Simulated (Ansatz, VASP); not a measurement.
# Two plane-wave programs on AuC18

```
CELL_PARAMETERS angstrom
7.39800 0.00000 0.00000
-3.69900 6.40686 0.00000
0.00000 0.00000 11.00000
ATOMIC_POSITIONS crystal
C 0.00511 0.00335 0.09196
C 0.22956 0.11556 0.10473
C 0.00729 0.33779 0.08692
C 0.22972 0.44926 0.08690
C 0.00730 0.67108 0.08693
C 0.22973 0.78203 0.08689
C 0.34175 0.00334 0.09195
C 0.56311 0.11541 0.08687
C 0.34176 0.34001 0.09195
C 0.56309 0.44926 0.08688
C 0.34086 0.67122 0.08497
C 0.56290 0.78223 0.08529
C 0.67388 0.00424 0.08497
C 0.89587 0.11542 0.08689
C 0.67401 0.33779 0.08689
C 0.89623 0.44890 0.08629
C 0.67389 0.67122 0.08498
C 0.89587 0.78204 0.08689
Au 0.22985 0.11572 0.31721
```

Alike in both runs: functional PBE; k mesh 2 × 2 × 1; occupations gaussian, width 0.05 eV; collinear spin.

Ansatz relaxed the structure, and its values are those at the end. VASP's run is a single point on that final structure, the one shown.

|  | VASP | Ansatz |
| --- | --- | --- |
| version | VASP 6.6.1 | Ansatz 0.2.0 |
| potentials or method | VASP PAW PBE potentials, release 64 (C, Au), cutoff 520 eV | scalar-relativistic, plane waves, PAW |
| valence electrons in the cell | 83 | 91 |

|  | VASP | Ansatz | Ansatz less VASP |
| --- | --- | --- | --- |
| rms of the force components (eV/Å) | 0.038 | 0.004 | -0.0340 |
| net moment per atom (μB) | 0.00 | 0.05 | +0.053 |
| size of the moment on the site where the two differ most (μB) | 0.00 | 0.14 | +0.137 |

Site moments also hang on the region over which each program counts them. VASP's potentials hold 83 valence electrons a cell and Ansatz's 91, so a difference there can come from the potentials and not from the codes. Ansatz's warnings: xc potential rough in thin density.

The k mesh is coarse, so the values compare programs but aren't converged. Neither program's run includes spin-orbit coupling.
